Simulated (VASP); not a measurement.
The system is PtSe2.

```
CELL_PARAMETERS angstrom
3.72400 0.00000 0.00000
-1.86200 3.22508 0.00000
0.00000 0.00000 5.06200
ATOMIC_POSITIONS crystal
Pt 0.00000 0.00000 0.00000
Se 0.33333 0.66667 0.25000
Se 0.66667 0.33333 0.75000
```

```yaml
Program: VASP 6.6.1
Task: relaxation of cell and atoms
Functional: LDA
Potentials_or_basis: VASP PAW LDA potentials, release 64 (Pt, Se)
Cutoff: 600 eV
k_mesh: 14 × 14 × 10
Occupations: gaussian, width 0.02 eV
Spin: no spin polarisation
```

At the start: pressure -0.0 GPa; volume 20.27 Å³/atom.

Q: How do energy, volume and symmetry change on relaxing?

A: Over 37 steps the energy falls by 11.3 meV/atom and the volume is 19.26 Å³/atom (-5.0 %); space group P-3m1 (No. 164, to 0.1 Å) before and after.

The path:
```csv
step,energy change (eV),largest force (eV/Å),pressure (GPa),volume (Å³)
1,0.0000,0.2105,-0.05,60.80
2,-0.0060,0.1166,-0.85,60.74
3,-0.0112,0.0780,-2.44,60.61
4,-0.0126,0.0781,-2.40,60.51
5,-0.0167,0.0774,-2.25,60.19
6,-0.0237,0.0720,-1.88,59.56
7,-0.0322,0.0859,-1.07,58.29
8,-0.0328,0.0997,-0.68,57.80
9,-0.0328,0.0945,-0.79,57.94
10,-0.0336,0.0487,-0.41,57.89
11,-0.0338,0.0059,-0.06,57.85
12,-0.0338,0.0078,-0.08,57.85
13,-0.0338,0.0068,-0.07,57.83
14,-0.0338,0.0046,-0.02,57.79
15,-0.0338,0.0000,0.08,57.71
16,-0.0338,0.0029,-0.02,57.77
17,-0.0338,0.0019,0.03,57.75
18,-0.0338,0.0024,0.01,57.76
19,-0.0338,0.0028,0.00,57.76
20,-0.0338,0.0028,0.01,57.77
21,-0.0338,0.0032,-0.01,57.77
22,-0.0338,0.0015,0.01,57.77
23,-0.0338,0.0009,0.01,57.77
24,-0.0338,0.0005,0.00,57.77
25,-0.0338,0.0002,0.00,57.78
26,-0.0338,0.0006,0.01,57.79
27,-0.0338,0.0018,-0.03,57.80
28,-0.0338,0.0003,-0.02,57.79
29,-0.0338,0.0003,-0.01,57.79
30,-0.0338,0.0001,-0.02,57.79
31,-0.0338,0.0018,-0.01,57.78
32,-0.0338,0.0066,0.07,57.75
33,-0.0338,0.0028,0.02,57.77
34,-0.0338,0.0020,0.01,57.78
35,-0.0338,0.0020,0.01,57.78
36,-0.0338,0.0020,0.01,57.78
37,-0.0338,0.0005,0.00,57.78
```

Final structure:
```yaml
crystal:
  lattice:
    - [3.74665, 0.00000, 0.00000]
    - [-1.87333, 3.24470, 0.00000]
    - [0.00000, 0.00000, 4.75317]
  atoms:
    - { symbol: Pt, position: [0.00000, 0.00000, 0.00000] }
    - { symbol: Se, position: [0.33333, 0.66667, 0.26534] }
    - { symbol: Se, position: [0.66667, 0.33333, 0.73466] }
```
